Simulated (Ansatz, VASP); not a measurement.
GaAs in VASP and in Ansatz

The input INCAR:

```
SYSTEM = GaAs
PREC = Accurate
ENCUT = 510
EDIFF = 1E-6
ISMEAR = -1
SIGMA = 0.02
LREAL = .FALSE.
LASPH = .TRUE.
NELM = 120
ALGO = Normal
ISIF = 2
LWAVE = .FALSE.
LCHARG = .TRUE.
GGA = PE
LELF = .TRUE.
LVHAR = .TRUE.
NBANDS = 21
GGA_COMPAT = .FALSE.
```

File KPOINTS:

```
Automatic mesh
0
G
  8 8 8
  0 0 0
```

File POSCAR:

```
GaAs
1.0
    0.0000000000      2.8330831910      2.8330831910
    2.7798212270      0.0000000000      2.8330831910
    2.7798212270      2.8330831910      0.0000000000
Ga As
1 1
Direct
    0.0000000000      0.0000000000      0.0000000000
    0.2500000000      0.2500000000      0.2500000000
```

Input for Ansatz:

```yaml
crystal:
  lattice:
    - [0.0, 2.833083191, 2.833083191]
    - [2.779821227, 0.0, 2.833083191]
    - [2.779821227, 2.833083191, 0.0]
  atoms:
    - { symbol: Ga, position: [0.0, 0.0, 0.0] }
    - { symbol: As, position: [0.25, 0.25, 0.25] }
kpoints:
  mp_grid: { grid: [8, 8, 8] }
  band_path:
    path:
      - [0.0, 0.0, 0.0]
      - [-0.5, -0.5, 0.0]
      - [-0.375, -0.375, 0.25]
      - [-0.375, 0.0, 0.375]
      - [0.0, 0.0, 0.5]
      - [-0.5, -0.25, 0.25]
    npoints: 1
hamiltonian:
  xc: pbe
scf:
  occupations: { method: fermi_dirac, width: 0.02 }
  n_extra_bands: 4
output:
  forces: true
  stress: true
  eigenvalues: true
```

Change from the starting cell: uniaxial_x strain -1.9%.

Alike in both runs: task single point; functional PBE; k mesh 8 × 8 × 8; occupations fermi-dirac, width 0.02 eV; no spin polarisation.

```csv
,VASP,Ansatz
version,VASP 6.6.1,Ansatz 0.2.0
potentials or method,"VASP PAW PBE potentials, release 64 (Ga_d, As_d)","plane waves, PAW"
plane-wave cutoff (eV),510,420
valence electrons in the cell,28,28
```

```csv
,VASP,Ansatz,Ansatz less VASP
pressure (GPa),4.2,4.2,+0.05
"traceless stress, the component that is largest in VASP (GPa)",0.72,0.72,-0.003
```
